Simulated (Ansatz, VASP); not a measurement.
## Two plane-wave programs on ZnO

Contents of POSCAR:

```
ZnO
1.0
    3.1477877712      0.0000000000      0.0000000000
   -1.5738938856      2.7260641756      0.0000000000
    0.0000000000      0.0000000000      5.5451809197
Zn O
2 2
Direct
    0.3333333333      0.6666666667      0.0000000000
    0.6666666667      0.3333333333      0.5000000000
    0.3333333333      0.6666666667      0.3821000000
    0.6666666667      0.3333333333      0.8821000000
```

File INCAR.step1:

```
SYSTEM = ZnO
ALGO = Normal
EDIFF = 1E-4
ENCUT = 520
GGA = PE
ISMEAR = 0
LASPH = .True.
LCHARG = .False.
LREAL = .False.
LWAVE = .True.
NBANDS = 26
NELM = 100
PREC = Accurate
SIGMA = 0.05
```

INCAR.step2

```
SYSTEM = ZnO
ALGO = Normal
EDIFF = 1E-6
ENCUT = 520
ISIF = 2
ISMEAR = 0
ISTART = 1
LASPH = .True.
LCHARG = .False.
LMIXTAU = .True.
LREAL = .False.
LWAVE = .False.
METAGGA = R2SCAN
NBANDS = 26
NELM = 100
PREC = Accurate
SIGMA = 0.05
```

Contents of KPOINTS:

```
k-points
0
Gamma
  12 12 6
  0 0 0
```

Input for Ansatz:

```yaml
crystal:
  lattice:
    - [3.1477877712, 0.0, 0.0]
    - [-1.5738938856, 2.7260641756, 0.0]
    - [0.0, 0.0, 5.5451809197]
  atoms:
    - { symbol: Zn, position: [0.3333333333, 0.6666666667, 0.0] }
    - { symbol: Zn, position: [0.6666666667, 0.3333333333, 0.5] }
    - { symbol: O, position: [0.3333333333, 0.6666666667, 0.3821] }
    - { symbol: O, position: [0.6666666667, 0.3333333333, 0.8821] }
basis:
  ecutwfc: 500
kpoints:
  mp_grid: { grid: [12, 12, 6] }
hamiltonian:
  xc: r2scan
scf:
  occupations: { method: gaussian, width: 0.05 }
output:
  forces: true
  stress: true
  eigenvalues: true
  write_density: true
  write_potential: true
  elf: true
  volumetric_format: npy
```

Alike in both runs: task single point; functional r2SCAN; k mesh 12 × 12 × 6; occupations gaussian, width 0.05 eV; no spin polarisation.

|  | VASP | Ansatz |
| --- | --- | --- |
| version | VASP 6.6.1 | Ansatz 0.2.0 |
| potentials or method | VASP PAW PBE potentials, release 64 (Zn, O), cutoff 520 eV | scalar-relativistic, plane waves, PAW |
| valence electrons in the cell | 36 | 36 |

VASP gave:

| Item | Value |
| --- | --- |
| gap on the k mesh at the Fermi level (eV) | 1.04 |
| least direct gap on the mesh (eV) | 1.04 |
| pressure (GPa) | 2.0 |
| traceless stress, the component that is largest in VASP (GPa) | -13.21 |
| rms of the force components (eV/Å) | 0.359 |

**Question.** Estimate Ansatz's values.

**Answer.** gap on the k mesh at the Fermi level (eV): 1.04; least direct gap on the mesh (eV): 1.04; pressure (GPa): 1.0; traceless stress, the component that is largest in VASP (GPa): -12.66; rms of the force components (eV/Å): 0.340.

VASP's potentials were made for PBE, not for r2SCAN. Atom by atom the forces differ by 0.019 eV/Å (rms over components).
